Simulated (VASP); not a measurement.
# Ni (Cmcm) in VASP: single point with PBE

Aim: the single point of Ni with PBE.

Program: VASP 6.6.1. These are calculated values, not measurements. Logs are shortened: lines on timing, memory, paths and dates and some standing lists are left out, and cuts for length are marked.

## (1) The cell of the first run

It takes space group Cmcm (No. 63, orthorhombic). Conventional cell: a = 2.800 Å, b = 3.960 Å, c = 3.960 Å, α = 90.00°, β = 90.00°, γ = 90.00°. Within 3.1 Å of Ni (site symmetry m2m) lie 12 Ni at 2.34 to 2.80 Å.

## (2) Single point, PBE, collinear spin, ferromagnetic start (atoms displaced along a vibrational mode)

File INCAR:

```
SYSTEM = Ni
  PREC = Accurate
  ENCUT = 520
  EDIFF = 1E-7
  ISMEAR = 0
  SIGMA = 0.15
  LREAL = .FALSE.
  LASPH = .TRUE.
  NELM = 150
  ALGO = Fast
  ISIF = 2
  LWAVE = .FALSE.
  LCHARG = .FALSE.
  ISPIN = 2
  MAGMOM = 0.64 0.64
  LORBIT = 11
  LMAXMIX = 4
  GGA = PE
  NBANDS = 21
```

File KPOINTS:

```
regular mesh
0
G
  20 20 12
  0 0 0
```

File POSCAR:

```
Ni
1.0
   -1.4001489781      1.4001489781      1.4001489781
    1.4001489781     -1.4001489781      1.4001489781
    2.8002979563      2.8002979563      0.0000000000
Ni
2
Direct
    0.0916615894     -0.0916615894      0.0000000000
    0.4083384106      0.5916615894      0.5000000000
```

Potentials or basis: VASP PAW PBE potentials, release 64 (Ni).

Launch:

```
> cat potpaw_PBE.64/Ni/POTCAR > POTCAR
> mpirun -np 1 vasp_std > vasp.out
```

OUTCAR:

```text
SYSTEM = Ni
   PREC = Accurate
   ENCUT = 520
   EDIFF = 1E-7
   ISMEAR = 0
   LREAL = .FALSE.
   LASPH = .TRUE.
   NELM = 150
   ISIF = 2
   ISPIN = 2
   LORBIT = 11
   GGA = PE

 ion  position               nearest neighbor table
   1  0.092  0.908  0.000-   2 2.34   2 2.34   2 2.53   2 2.53   2 2.53   2 2.53
   2  0.408  0.592  0.500-   1 2.34   1 2.34   1 2.53   1 2.53   1 2.53   1 2.53

  LATTYP: Found a base centered orthorhombic cell.
 ALAT       =     2.8002979562
 B/A-ratio  =     1.4142135624
 C/A-ratio  =     1.4142135624

  Lattice vectors:

 A1 = (  -1.4001489781,   1.4001489781,   1.4001489781)
 A2 = (   1.4001489781,  -1.4001489781,   1.4001489781)
 A3 = (   2.8002979563,   2.8002979563,   0.0000000000)

Analysis of symmetry for initial positions (statically):
=====================================================================
 Subroutine PRICEL returns:
 Original cell was already a primitive cell.

 Routine SETGRP: Setting up the symmetry group for a
 base centered orthorhombic supercell.

 Subroutine GETGRP returns: Found  8 space group operations
 (whereof  4 operations were pure point group operations)
 out of a pool of  8 trial point group operations.

The static configuration has the point symmetry C_2v.
 The point group associated with its full space group is D_2h.

Analysis of symmetry for dynamics (positions and initial velocities):
=====================================================================
 Subroutine PRICEL returns:
 Original cell was already a primitive cell.

 Routine SETGRP: Setting up the symmetry group for a
 base centered orthorhombic supercell.

 Subroutine GETGRP returns: Found  8 space group operations
 (whereof  4 operations were pure point group operations)
 out of a pool of  8 trial point group operations.

The dynamic configuration has the point symmetry C_2v.
 The point group associated with its full space group is D_2h.

Analysis of structural, dynamic, and magnetic symmetry:
=====================================================================
 Subroutine PRICEL returns:
 Original cell was already a primitive cell.

 Routine SETGRP: Setting up the symmetry group for a
 base centered orthorhombic supercell.

 Subroutine GETGRP returns: Found  8 space group operations
 (whereof  4 operations were pure point group operations)
 out of a pool of  8 trial point group operations.

The overall configuration has the point symmetry C_2v.
 The point group associated with its full space group is D_2h.

 Subroutine INISYM returns: Found  8 space group operations
 (whereof  4 operations are pure point group operations),
 and found     1 'primitive' translations

----------------------------------------------------------------------------------------

                                     Primitive cell

  volume of cell :      21.9590

  direct lattice vectors                    reciprocal lattice vectors
    -1.400148978  1.400148978  1.400148978    -0.178552428  0.178552428  0.357104857
     1.400148978 -1.400148978  1.400148978     0.178552428 -0.178552428  0.357104857
     2.800297956  2.800297956  0.000000000     0.178552428  0.178552428  0.000000000

  length of vectors
     2.425129168  2.425129168  3.960219348     0.437362342  0.437362342  0.252511266

  position of ions in fractional coordinates (direct lattice)
     0.091661589  0.908338411  0.000000000
     0.408338411  0.591661589  0.500000000

  ion indices of the primitive-cell ions
   primitive index   ion index
                 1           1
                 2           2

----------------------------------------------------------------------------------------

 KPOINTS: regular mesh

Automatic generation of k-mesh.
 Grid dimensions read from file:
 generate k-points for:   20   20   12

 Generating k-lattice:

  Cartesian coordinates                     Fractional coordinates (reciprocal lattice)
    -0.008927621  0.008927621  0.017855243     0.050000000  0.000000000  0.000000000
     0.008927621 -0.008927621  0.017855243     0.000000000  0.050000000  0.000000000
     0.014879369  0.014879369  0.000000000     0.000000000  0.000000000  0.083333333

  Length of vectors
     0.021868117  0.021868117  0.021042605

  Shift w.r.t. Gamma in fractional coordinates (k-lattice)
     0.000000000  0.000000000  0.000000000

 Subroutine IBZKPT returns following result:
 ===========================================

 Found    777 irreducible k-points:

 Following reciprocal coordinates:
            Coordinates               Weight
  0.000000  0.000000  0.000000      1.000000
  0.050000  0.000000  0.000000      4.000000
  0.100000  0.000000  0.000000      4.000000
  0.150000  0.000000  0.000000      4.000000
  0.200000  0.000000  0.000000      4.000000
  0.250000  0.000000  0.000000      4.000000
[... 16 lines left out ...]
 -0.400000  0.050000  0.000000      4.000000
 -0.350000  0.050000  0.000000      4.000000
 [... further k-points ...]
   k-points           NKPTS =    777   k-points in BZ     NKDIM =    777   number of bands    NBANDS=     21
   number of dos      NEDOS =    301   number of ions     NIONS =      2
   total plane-waves  NPLWV =   9720
   dimension x,y,z NGX =    18 NGY =   18 NGZ =   30
   dimension x,y,z NGXF=    36 NGYF=   36 NGZF=   60
   ions per type =               2
   NGX,Y,Z   is equivalent  to a cutoff of  12.34, 12.34, 12.59 a.u.
   NGXF,Y,Z  is equivalent  to a cutoff of  24.68, 24.68, 25.19 a.u.
 SYSTEM =  Ni
   PREC   = accura    normal or accurate (medium, high low for compatibility)
   ISTART =      0    job   : 0-new  1-cont  2-samecut
   ICHARG =      2    charge: 1-file 2-atom 10-const
   ISPIN  =      2    spin polarized calculation?
   LNONCOLLINEAR =      F non collinear calculations
   LSORBIT =      F    spin-orbit coupling
   LASPH  =      T    aspherical Exc in radial PAW
   ENCUT  =  520.0 eV  38.22 Ry    6.18 a.u.   4.51  4.51  7.36*2*pi/ulx,y,z
   NELM   =    150;   NELMIN=  2; NELMDL= -5     # of ELM steps
   EDIFF  = 0.1E-06   stopping-criterion for ELM
   LREAL  =      F    real-space projection
   EDIFFG = 0.1E-05   stopping-criterion for IOM
   NSW    =      0    number of steps for IOM
   IBRION =     -1    ionic relax: 0-MD 1-quasi-New 2-CG
   NFREE  =      0    steps in history (QN), initial steepest desc. (CG)
   ISIF   =      2    stress and relaxation
   ISYM   =      2    0-nonsym 1-usesym 2-fastsym
   POTIM  = 0.5000    time-step for ionic-motion
   TEBEG  =    0.0;   TEEND  =   0.0 temperature during run
   PSTRESS=    0.0 pullay stress
   NELECT =      20.0000    total number of electrons
   NUPDOWN=      -1.0000    fix difference up-down
   EMIN   =  10.00;   EMAX   =-10.00  energy-range for DOS
   EFERMI =   0.00;   METHOD = LEGACY
   ISMEAR =     0;   SIGMA  =   0.15  broadening in eV -4-tet -1-fermi 0-gaus
   EFERMI_NEDOS =   21; number of points for ismear=-14 and -15
   IALGO  =     68    algorithm
   IMIX   =      4    mixing-type and parameters
     AMIX     =   0.40;   BMIX     =  1.00
     AMIX_MAG =   1.60;   BMIX_MAG =  1.00
  volume/ion in A,a.u.               =      10.98        74.09
  Fermi-wavevector in a.u.,A,eV,Ry     =   1.586892  2.998790 34.262529  2.518225
  Thomas-Fermi vector in A             =   2.686133
   LORBIT       =     11    0 simple, 1 ext, 2 COOP (PROOUT), +10 PAW based schemes
   GGA     = PE    functional components
   LHFCALC =     F    Hartree Fock is set to
   AEXX    =    0.0000 exact exchange contribution
   IVDW    =     0    specifies the selected vdW correction
   LEPSILON=     F    determine dielectric tensor
   LRPA    =     F    only Hartree local field effects (RPA)
 spin polarized calculation
 RMM-DIIS sequential band-by-band and
 Gauss-broadening in eV      SIGMA  =   0.15
  energy-cutoff  :      520.00
  volume of cell :       21.96
 maximum number of plane-waves:       617
   NGX =  9   NGY =  9   NGZ = 15

 number of electron      19.9999987 magnetization       1.2555137

 Free energy of the ion-electron system (eV)
  ---------------------------------------------------
  ext. energy  EPLUGINS =         0.00000000
  ---------------------------------------------------
  free energy    TOTEN  =       -10.68229423 eV

  energy without entropy =      -10.63897854  energy(sigma->0) =      -10.66063638

 E-fermi :   9.2561     XC(G=0): -13.1830

 val. band max:        9.2554511247   @ k =   0.3500   0.3500   0.4167
 cond. band min:       9.2568185670   @ k =   0.3500   0.3000   0.5000
 fundamental gap:      0.0013674422
 Fermi energy:         9.2560778630

 spin component 1

 k-point     1 :       0.0000    0.0000    0.0000
  band No.  band energies     occupation
      1       0.3132      1.00000
      2       4.5503      1.00000
      3       6.1477      1.00000
      4       6.5069      1.00000
      5       6.9522      1.00000
      6       7.3919      1.00000
[... 13 lines left out ...]
     20      37.8689      0.00000
     21      38.9645      0.00000
[... 529 lines left out ...]
 k-point    24 :      -0.3500    0.0500    0.0000
  band No.  band energies     occupation
      1       3.3481      1.00000
      2       5.3092      1.00000
      3       5.5895      1.00000
      4       6.2368      1.00000
      5       6.7304      1.00000
      6       6.8768      1.00000
[... 13 lines left out ...]
     20      36.9580      0.00000
     21      38.8772      0.00000

 [... further k-points ...]

 spin component 2

 k-point     1 :       0.0000    0.0000    0.0000
  band No.  band energies     occupation
      1       0.2897      1.00000
      2       4.9429      1.00000
      3       6.8311      1.00000
      4       7.2167      1.00000
      5       7.6059      1.00000
      6       8.1314      1.00000
[... 13 lines left out ...]
     20      37.8635      0.00000
     21      38.9217      0.00000
[... 529 lines left out ...]
 k-point    24 :      -0.3500    0.0500    0.0000
  band No.  band energies     occupation
      1       3.3843      1.00000
      2       5.8472      1.00000
      3       6.1065      1.00000
      4       6.6806      1.00000
      5       7.3979      1.00000
      6       7.5275      1.00000
[... 13 lines left out ...]
     20      36.9704      0.00000
     21      38.9940      0.00000

 [... further k-points ...]
[... 5 lines left out ...]
  --------------------------------------------------------------------------------------
  -------------------------------------------------------------------------------------
  Total        1.3493378      1.3493378     -1.1292080     -0.5052170      0.0000000      0.0000000
  in kB       98.4506385     98.4506385    -82.3894868    -36.8617372      0.0000000      0.0000000
  external PRESSURE =      38.1705967 kB  Pullay stress =       0.0000000 kB

 VOLUME and BASIS-vectors are now :
 -----------------------------------------------------------------------------
  energy-cutoff  :      520.00
  volume of cell :       21.96
      direct lattice vectors                 reciprocal lattice vectors
    -1.400148978  1.400148978  1.400148978    -0.178552428  0.178552428  0.357104857
     1.400148978 -1.400148978  1.400148978     0.178552428 -0.178552428  0.357104857
     2.800297956  2.800297956  0.000000000     0.178552428  0.178552428  0.000000000

 POSITION                                       TOTAL-FORCE (eV/Angst)
 -----------------------------------------------------------------------------------
      1.14347     -1.14347      1.40015         0.569215     -0.569215      0.000000
      1.65683      1.14347      1.40015        -0.569215      0.569215      0.000000
 -----------------------------------------------------------------------------------
    total drift:                                0.000000      0.000000      0.000000

  FREE ENERGIE OF THE ION-ELECTRON SYSTEM (eV)
  ---------------------------------------------------
  free  energy   TOTEN  =       -10.6822942307 eV

  energy  without entropy=      -10.6389785354  energy(sigma->0) =      -10.66063638

 total charge

# of ion       s       p       d       tot
------------------------------------------
    1        0.503   0.493   8.330   9.327
    2        0.503   0.493   8.330   9.327
--------------------------------------------------
tot          1.006   0.987  16.660  18.653

 magnetization (x)

# of ion       s       p       d       tot
------------------------------------------
    1       -0.005  -0.023   0.665   0.637
    2       -0.005  -0.023   0.665   0.637
--------------------------------------------------
tot         -0.010  -0.045   1.329   1.274
```

Run time: 5.1 min. Hardware: 1 thread of AMD EPYC 9R45 (Zen 5), shared host; peak memory 0.51 GiB.

What came out:

* Free energy: -10.6823 eV
* Pressure: 3.8 GPa
* Largest force: 0.805 eV/Å
* Net moment: 1.26 μB per cell
* Site moments: Ni +0.64 μB
* Valence electrons inside the program's atomic spheres: Ni 9.33

Forces in eV/Å, atoms in the order of the input:
```
Ni   0.569 -0.569  0.000
Ni  -0.569  0.569  0.000
```

Stress tensor (GPa, compression positive):
```
 9.85 -3.69  0.00
-3.69  9.85  0.00
 0.00  0.00 -8.24
```

Caveat: the cell differs from its parent crystal (atoms displaced along a vibrational mode); the stress differs along the axes, from -8 to 10 GPa.
